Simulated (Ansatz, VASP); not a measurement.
**One calculation of PtSe2, two programs**

The input INCAR:

```
PREC = Accurate
ENCUT = 520
EDIFF = 1E-6
ISMEAR = 0
SIGMA = 0.05
LREAL = F
LASPH = T
NELM = 100
ALGO = Normal
ISIF = 2
LWAVE = F
LCHARG = F
GGA = PE
NBANDS = 18
```

The input KPOINTS:

```
regular mesh
0
Gamma
  12 12 4
```

The input POSCAR:

```
PtSe2
1.0
    3.7516620337      0.0000000000      0.0000000000
   -1.8758310169      3.2490346276      0.0000000000
    0.0000000000      0.0000000000      6.1352658352
Pt Se
1 2
Direct
    0.0000000000      0.0000000000      0.0000000000
    0.3333333333      0.6666666667      0.2001869949
    0.6666666667      0.3333333333      0.7998130051
```

Input for Ansatz:

```yaml
crystal:
  lattice:
    - [3.7516620337, 0.0, 0.0]
    - [-1.8758310169, 3.2490346276, 0.0]
    - [0.0, 0.0, 6.1352658352]
  atoms:
    - { symbol: Pt, position: [0.0, 0.0, 0.0] }
    - { symbol: Se, position: [0.3333333333, 0.6666666667, 0.2001869949] }
    - { symbol: Se, position: [0.6666666667, 0.3333333333, 0.7998130051] }
basis:
  ecutwfc: 420
kpoints:
  mp_grid: { grid: [12, 12, 4] }
hamiltonian:
  xc: pbe
scf:
  occupations: { method: gaussian, width: 0.05 }
output:
  forces: true
  stress: true
  eigenvalues: true
```

Change from the starting cell: strain -0.0600 x Voigt [0, 0, 1, 0, 0, 0], atoms carried along.

Alike in both runs: task single point; functional PBE; k mesh 12 × 12 × 4; occupations gaussian, width 0.05 eV; no spin polarisation.

|  | VASP | Ansatz |
| --- | --- | --- |
| version | VASP 6.6.1 | Ansatz 0.2.0 |
| potentials or method | VASP PAW PBE potentials, release 64 (Pt, Se), cutoff 520 eV | scalar-relativistic, plane waves, PAW |
| valence electrons in the cell | 22 | 50 |

```tsv
	VASP	Ansatz	Ansatz less VASP
gap on the k mesh at the Fermi level (eV)	0.65	0.66	+0.010
least direct gap on the mesh (eV)	0.80	0.82	+0.011
pressure (GPa)	4.6	4.6	+0.01
traceless stress, the component that is largest in VASP (GPa)	0.36	0.35	-0.004
rms of the force components (eV/Å)	0.436	0.436	-0.0002
```

Atom by atom the forces differ by 0.000 eV/Å (rms over components). VASP's potentials hold 22 valence electrons a cell and Ansatz's 50, so a difference there can come from the potentials and not from the codes.

Neither program's run includes spin-orbit coupling.
